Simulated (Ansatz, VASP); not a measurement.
# Sn3S5 in VASP and in Ansatz

```
CELL_PARAMETERS angstrom
3.65957 0.00000 0.00000
0.00000 3.81022 0.00000
0.00000 0.00000 13.45847
ATOMIC_POSITIONS crystal
Sn 0.50000 0.00000 0.80972
Sn 0.50000 0.00000 0.19028
Sn 0.50000 0.50000 0.50000
S 0.00000 0.00000 0.50000
S 0.00000 0.00000 0.00000
S 0.50000 0.50000 0.00000
S 0.00000 0.50000 0.73364
S 0.00000 0.50000 0.26636
```

Change from the starting cell: species swapped into the Ti3Al5 type (Pmmm, No. 47).

Alike in both runs: functional PBE; k mesh 8 × 8 × 4; occupations gaussian, width 0.1 eV; no spin polarisation.

Ansatz relaxed the structure, and its values are those at the end. VASP's run is a single point on that final structure, the one shown.

```csv
,VASP,Ansatz
version,VASP 6.6.1,Ansatz 0.2.0
potentials or method,"VASP PAW PBE potentials, release 64 (Sn_d, S), cutoff 520 eV","scalar-relativistic, plane waves, PAW"
valence electrons in the cell,72,72
```

```tsv
	VASP	Ansatz	Ansatz less VASP
gap on the k mesh at the Fermi level (eV)	none	none	-
pressure (GPa)	0.0	0.0	+0.07
```

A gap of «none» marks a metal or a gap that the smearing closes.
